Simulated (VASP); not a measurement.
# SnSe in VASP: further runs

Aim: see how the results for SnSe move with the level of theory and the settings. Levels: PBE, PBE0. Tasks: single point.

All numbers are computed with VASP 6.6.1; they aren't measurements. Logs are shortened: lines on timing, memory, paths and dates and some standing lists are left out, and cuts for length are marked.

### 1 The cell of the first run

The structure is cubic, space group Fm-3m (No. 225). Conventional cell: a = 5.980 Å, b = 5.980 Å, c = 5.980 Å, α = 90.00°, β = 90.00°, γ = 90.00°. Within 3.9 Å of Sn (site symmetry m-3m) lie 6 Se at 2.99 Å. Se (site symmetry m-3m) has 6 Sn at 2.99 Å within 3.9 Å.

### 2 Single point, PBE

INCAR reads:

```
ALGO = Normal ; EDIFF = 1E-6
ENCUT = 500 ; GGA = PE
GGA_COMPAT = False ; ISIF = 2
ISMEAR = -1 ; LASPH = True
LCHARG = False ; LREAL = False
LWAVE = False ; NBANDS = 17
NELM = 120 ; PREC = Accurate
SIGMA = 0.05
```

KPOINTS reads:

```
k-points
0
Gamma
  8 8 8
```

POSCAR reads:

```
SnSe
1.0
    0.0000000000      2.9897980490      2.9897980490
    2.9897980490      0.0000000000      2.9897980490
    2.9897980490      2.9897980490      0.0000000000
Sn Se
1 1
Direct
    0.0000000000      0.0000000000      0.0000000000
    0.5000000000      0.5000000000      0.5000000000
```

Potentials or basis: VASP PAW PBE potentials, release 64 (Sn_d, Se).

Started as:

```console
$ cat potpaw_PBE.64/Sn_d/POTCAR potpaw_PBE.64/Se/POTCAR > POTCAR
$ mpirun -np 1 vasp_std > vasp.out
```

OUTCAR:

```text
EDIFF = 1E-6
   ENCUT = 500
   GGA = PE
   ISIF = 2
   ISMEAR = -1
   LASPH = True
   LREAL = False
   NELM = 120
   PREC = Accurate

 ion  position               nearest neighbor table
   1  0.000  0.000  0.000-   2 2.99   2 2.99   2 2.99   2 2.99   2 2.99   2 2.99
   2  0.500  0.500  0.500-   1 2.99   1 2.99   1 2.99   1 2.99   1 2.99   1 2.99

  LATTYP: Found a face centered cubic cell.
 ALAT       =     5.9795960980

  Lattice vectors:

 A1 = (   0.0000000000,   2.9897980490,   2.9897980490)
 A2 = (   2.9897980490,   0.0000000000,   2.9897980490)
 A3 = (   2.9897980490,   2.9897980490,   0.0000000000)

Analysis of symmetry for initial positions (statically):
=====================================================================
 Subroutine PRICEL returns:
 Original cell was already a primitive cell.

 Routine SETGRP: Setting up the symmetry group for a
 face centered cubic supercell.

 Subroutine GETGRP returns: Found 48 space group operations
 (whereof 48 operations were pure point group operations)
 out of a pool of 48 trial point group operations.

The static configuration has the point symmetry O_h .

Analysis of symmetry for dynamics (positions and initial velocities):
=====================================================================
 Subroutine PRICEL returns:
 Original cell was already a primitive cell.

 Routine SETGRP: Setting up the symmetry group for a
 face centered cubic supercell.

 Subroutine GETGRP returns: Found 48 space group operations
 (whereof 48 operations were pure point group operations)
 out of a pool of 48 trial point group operations.

The dynamic configuration has the point symmetry O_h .

 Subroutine INISYM returns: Found 48 space group operations
 (whereof 48 operations are pure point group operations),
 and found     1 'primitive' translations

----------------------------------------------------------------------------------------

                                     Primitive cell

  volume of cell :      53.4510

  direct lattice vectors                    reciprocal lattice vectors
     0.000000000  2.989798049  2.989798049    -0.167235376  0.167235376  0.167235376
     2.989798049  0.000000000  2.989798049     0.167235376 -0.167235376  0.167235376
     2.989798049  2.989798049  0.000000000     0.167235376  0.167235376 -0.167235376

  length of vectors
     4.228212950  4.228212950  4.228212950     0.289660168  0.289660168  0.289660168
[... 78 lines left out ...]
   LASPH  =      T    aspherical Exc in radial PAW
   ENCUT  =  500.0 eV  36.75 Ry    6.06 a.u.   7.71  7.71  7.71*2*pi/ulx,y,z
   NELM   =    120;   NELMIN=  2; NELMDL= -5     # of ELM steps
   EDIFF  = 0.1E-05   stopping-criterion for ELM
   LREAL  =      F    real-space projection
   EDIFFG = 0.1E-04   stopping-criterion for IOM
   NSW    =      0    number of steps for IOM
   IBRION =     -1    ionic relax: 0-MD 1-quasi-New 2-CG
   NFREE  =      0    steps in history (QN), initial steepest desc. (CG)
   ISIF   =      2    stress and relaxation
   ISYM   =      2    0-nonsym 1-usesym 2-fastsym
   POTIM  = 0.5000    time-step for ionic-motion
   TEBEG  =    0.0;   TEEND  =   0.0 temperature during run
   PSTRESS=    0.0 pullay stress
   NELECT =      20.0000    total number of electrons
   NUPDOWN=      -1.0000    fix difference up-down
   EMIN   =  10.00;   EMAX   =-10.00  energy-range for DOS
   EFERMI =   0.00;   METHOD = LEGACY
   ISMEAR =    -1;   SIGMA  =   0.05  broadening in eV -4-tet -1-fermi 0-gaus
   EFERMI_NEDOS =   21; number of points for ismear=-14 and -15
   IALGO  =     38    algorithm
   IMIX   =      4    mixing-type and parameters
     AMIX     =   0.40;   BMIX     =  1.00
     AMIX_MAG =   1.60;   BMIX_MAG =  1.00
  volume/ion in A,a.u.               =      26.73       180.35
  Fermi-wavevector in a.u.,A,eV,Ry     =   1.179686  2.229283 18.934661  1.391658
  Thomas-Fermi vector in A             =   2.315992
   LORBIT       =      0    0 simple, 1 ext, 2 COOP (PROOUT), +10 PAW based schemes
   GGA     = PE    functional components
   LHFCALC =     F    Hartree Fock is set to
   AEXX    =    0.0000 exact exchange contribution
   IVDW    =     0    specifies the selected vdW correction
   LEPSILON=     F    determine dielectric tensor
   LRPA    =     F    only Hartree local field effects (RPA)
 non-spin polarized calculation
  energy-cutoff  :      500.00
  volume of cell :       53.45
 maximum number of plane-waves:      1380
   NGX = 15   NGY = 15   NGZ = 15

 number of electron      20.0000008 magnetization

 Free energy of the ion-electron system (eV)
  ---------------------------------------------------
  ext. energy  EPLUGINS =         0.00000000
  ---------------------------------------------------
  free energy    TOTEN  =        -8.20867666 eV

  energy without entropy =       -8.20864039  energy(sigma->0) =       -8.20865852

 E-fermi :   6.1001     XC(G=0):  -9.6920

 val. band max:        5.7960038365   @ k =   0.5000   0.0000   0.0000
 cond. band min:       6.4683754654   @ k =   0.5000   0.0000   0.0000
 fundamental gap:      0.6723716289
 Fermi energy:         6.1001218265

 k-point     1 :       0.0000    0.0000    0.0000
  band No.  band energies     occupation
      1     -15.7879      2.00000
      2     -15.7879      2.00000
      3     -15.7879      2.00000
      4     -15.7866      2.00000
      5     -15.7866      2.00000
      6      -8.1925      2.00000
[... 457 lines left out ...]
      4     -15.7783      2.00000
      5     -15.7726      2.00000
      6      -7.0610      2.00000
[... 9 lines left out ...]
     16      16.6709      0.00000
     17      16.7365      0.00000

 [... further k-points ...]

------------------------ aborting loop because EDIFF is reached ----------------------------------------

  FORCE on cell =-STRESS in cart. coord.  units (eV):
  Direction    XX          YY          ZZ          XY          YZ          ZX
  --------------------------------------------------------------------------------------
  -------------------------------------------------------------------------------------
  Total        0.6754438      0.6754438      0.6754438     -0.0000000      0.0000000     -0.0000000
  in kB       20.2462324     20.2462324     20.2462324     -0.0000000      0.0000000     -0.0000000
  external PRESSURE =      20.2462324 kB  Pullay stress =       0.0000000 kB

 VOLUME and BASIS-vectors are now :
 -----------------------------------------------------------------------------
  energy-cutoff  :      500.00
  volume of cell :       53.45
      direct lattice vectors                 reciprocal lattice vectors
     0.000000000  2.989798049  2.989798049    -0.167235376  0.167235376  0.167235376
     2.989798049  0.000000000  2.989798049     0.167235376 -0.167235376  0.167235376
     2.989798049  2.989798049  0.000000000     0.167235376  0.167235376 -0.167235376

 POSITION                                       TOTAL-FORCE (eV/Angst)
 -----------------------------------------------------------------------------------
      0.00000      0.00000      0.00000         0.000000      0.000000     -0.000000
      2.98980      2.98980      2.98980         0.000000      0.000000      0.000000
 -----------------------------------------------------------------------------------
    total drift:                                0.000000     -0.000000     -0.000000

  FREE ENERGIE OF THE ION-ELECTRON SYSTEM (eV)
  ---------------------------------------------------
  free  energy   TOTEN  =        -8.2086766584 eV

  energy  without entropy=       -8.2086403908  energy(sigma->0) =       -8.20865852
```

OSZICAR:

```text
N       E                     dE             d eps       ncg     rms          rms(c)
DAV:   1     0.132330918990E+03    0.13233E+03   -0.96251E+03   994   0.141E+03
DAV:   2     0.417947529677E+01   -0.12815E+03   -0.12420E+03  1074   0.338E+02
DAV:   3    -0.807277048970E+01   -0.12252E+02   -0.12133E+02  1179   0.934E+01
DAV:   4    -0.837199177940E+01   -0.29922E+00   -0.29907E+00  1204   0.155E+01
DAV:   5    -0.838074111680E+01   -0.87493E-02   -0.87490E-02  1382   0.261E+00    0.317E+00
DAV:   6    -0.820821290622E+01    0.17253E+00   -0.41869E-01  1399   0.378E+00    0.191E+00
DAV:   7    -0.820672218832E+01    0.14907E-02   -0.78937E-02  1164   0.126E+00    0.925E-01
DAV:   8    -0.820877153805E+01   -0.20493E-02   -0.82829E-03  1188   0.808E-01    0.112E-01
DAV:   9    -0.820860798969E+01    0.16355E-03   -0.12742E-03  1422   0.300E-01    0.494E-02
DAV:  10    -0.820867128339E+01   -0.63294E-04   -0.15966E-04  1168   0.715E-02    0.113E-02
DAV:  11    -0.820867640080E+01   -0.51174E-05   -0.18224E-05  1290   0.374E-02    0.297E-03
DAV:  12    -0.820867665839E+01   -0.25759E-06   -0.12605E-06   999   0.110E-02
   1 F= -.82086767E+01 E0= -.82086585E+01  d E =-.362676E-04
```

It took 21 s on 1 thread of Intel Xeon Platinum 8488C (Sapphire Rapids), shared host; peak memory 0.18 GiB.

What came out:

| Item | Value |
| --- | --- |
| Free energy | -8.2087 eV |
| Pressure | 2.0 GPa |
| Band gap on the k mesh | 0.67 eV |

Caveat: spin-orbit coupling is left out, which moves the levels of the heavy elements.

### 3 Single point, PBE (atoms moved at random)

INCAR reads:

```
PREC = Accurate
ENCUT = 400
EDIFF = 1E-7
ISMEAR = 0
SIGMA = 0.02
LREAL = F
LASPH = T
ALGO = Normal
NELM = 100
ISIF = 2
LWAVE = F
LCHARG = F
```

KPOINTS reads:

```
k-points
0
Gamma
  7 7 7
```

POSCAR reads:

```
SnSe
1.0
    0.0000000000      3.0100000000      3.0100000000
    3.0100000000      0.0000000000      3.0100000000
    3.0100000000      3.0100000000      0.0000000000
Sn Se
1 1
Direct
   -0.0031490000      0.0039450000      0.0013860000
    0.5038360000      0.4993160000      0.4990400000
```

Potentials or basis: VASP PAW PBE potentials, release 64 (Sn_d, Se).

Started as:

```console
$ cat potpaw_PBE.64/Sn_d/POTCAR potpaw_PBE.64/Se/POTCAR > POTCAR
$ mpirun -np 1 vasp_std > vasp.out
```

Wall time 32 s (1 thread of Intel Xeon 6975P-C (Granite Rapids), shared host); peak memory 0.22 GiB.

Results (log left out):

- Free energy: -8.2192 eV
- Pressure: 1.0 GPa
- Band gap on the k mesh: 0.78 eV

Levels at points of the mesh, in eV from the valence-band top:
```csv
k point,band 6,band 7,band 8,band 9,band 10,band 11,band 12,band 13,band 14
"(0.00, 0.00, 0.00)",-13.76,-4.96,-2.09,-2.09,-2.09,4.41,4.41,4.42,5.97
```

Caveat: the cell differs from its parent crystal (atoms moved at random); spin-orbit coupling is left out, which moves the levels of the heavy elements; an odd mesh through Γ misses points on the zone boundary, where band edges can lie.

### 4 Single point, PBE0

This run uses another cell than the first one, of 28.91 Å³/atom.

POSCAR reads:

```
SnSe
1.0
    0.0000000000      3.0690345955      3.0690345955
    3.0690345955      0.0000000000      3.0690345955
    3.0690345955      3.0690345955      0.0000000000
Sn Se
1 1
Direct
    0.0000000000      0.0000000000      0.0000000000
    0.5000000000      0.5000000000      0.5000000000
```

INCAR.step1 reads:

```
SYSTEM = SnSe
PREC     = Accurate       ! precision mode
ENCUT    = 520            ! plane-wave cutoff, eV
EDIFF    = 1E-5           ! SCF threshold, eV
ISMEAR   = -1             ! smearing method
SIGMA    = 0.05           ! smearing width, eV
LREAL    = .False.        ! projectors in reciprocal space
LASPH    = .True.         ! aspherical terms in the spheres
NELM     = 100            ! most SCF steps
ALGO     = Normal         ! electronic algorithm
ISIF     = 2              ! what is computed and relaxed
LWAVE    = .True.         ! write WAVECAR
LCHARG   = .False.        ! write CHGCAR
NBANDS   = 17             ! bands
GGA      = PE             ! functional
```

INCAR.step2 reads:

```
SYSTEM = SnSe
PREC     = Accurate       ! precision mode
ENCUT    = 520            ! plane-wave cutoff, eV
EDIFF    = 1E-6           ! SCF threshold, eV
ISMEAR   = -1             ! smearing method
SIGMA    = 0.05           ! smearing width, eV
LREAL    = .False.        ! projectors in reciprocal space
LASPH    = .True.         ! aspherical terms in the spheres
NELM     = 100            ! most SCF steps
ALGO     = Normal         ! electronic algorithm
ISIF     = 2              ! what is computed and relaxed
LWAVE    = .False.        ! write WAVECAR
LCHARG   = .False.        ! write CHGCAR
GGA      = PE             ! functional
LHFCALC  = .True.         ! exact exchange
AEXX     = 0.25           ! exact-exchange fraction
PRECFOCK = Normal       
NBANDS   = 17             ! bands
ISTART   = 1
```

KPOINTS reads:

```
regular mesh
0
Gamma
  6 6 6
  0 0 0
```

Started as:

```console
$ cat potpaw_PBE.64/Sn_d/POTCAR potpaw_PBE.64/Se/POTCAR > POTCAR
$ cp INCAR.step1 INCAR
$ mpirun -np 1 vasp_std > vasp.out
$ cp INCAR.step2 INCAR
$ mpirun -np 1 vasp_std > vasp.out
```

It took 2 h on 1 thread of Intel Xeon Platinum 8259CL at 2.50GHz (Skylake/Cascade Lake), shared host; peak memory 0.22 GiB.

The run converged. Its results:

| Quantity | Value |
| --- | --- |
| Free energy | -10.7186 eV |
| Pressure | -3.3 GPa |
| Band gap on the k mesh | 0.39 eV |

Levels at points of the mesh, in eV from the valence-band top:
| k point | band 8 | band 9 | band 10 | band 11 | band 12 | band 13 |
| --- | --- | --- | --- | --- | --- | --- |
| (0.00, 0.00, 0.00) | -2.97 | -2.97 | -2.97 | 4.98 | 4.98 | 4.98 |
| (0.50, 0.00, 0.00) | -2.70 | -2.70 | 0.00 | 0.39 | 1.76 | 1.76 |
| (0.50, 0.50, 0.00) | -6.39 | -4.47 | -4.47 | 3.74 | 6.00 | 6.00 |

Caveat: the cell stands under tension; the PAW data sets were made with another functional, which shifts forces and pressure a little; spin-orbit coupling is left out, which moves the levels of the heavy elements.

### 5 Overview

```csv
level,cell,k mesh,cutoff (eV),smearing,dipole correction,grid for exact exchange (PRECFOCK),share of exact exchange,gap on the mesh (eV),pressure (GPa)
PBE,"a = 4.228 Å, angles 60.0°, 2 atoms, atomic positions A",8 × 8 × 8,500,fermi-dirac 0.05 eV,no,-,-,0.67,2.0
PBE,"a = 4.257 Å, angles 60.0°, 2 atoms, atomic positions B",7 × 7 × 7,400,gaussian 0.02 eV,-,-,-,0.78,1.0
PBE0,"a = 4.340 Å, angles 60.0°, 2 atoms, atomic positions A",6 × 6 × 6,520,fermi-dirac 0.05 eV,no,Normal,0.25,0.39,-3.3
```

Alike in all rows: task single point; potentials or basis VASP PAW PBE potentials, release 64 (Sn_d, Se); no spin polarisation.

Caveats: spin-orbit coupling is left out, which moves the levels of the heavy elements; an odd mesh through Γ misses points on the zone boundary, where band edges can lie (at least some runs); the cell stands under tension (at least some runs); the PAW data sets were made with another functional, which shifts forces and pressure a little (at least some runs).

Total energies depend on the potentials used, so only differences within one code and one set of settings carry meaning.
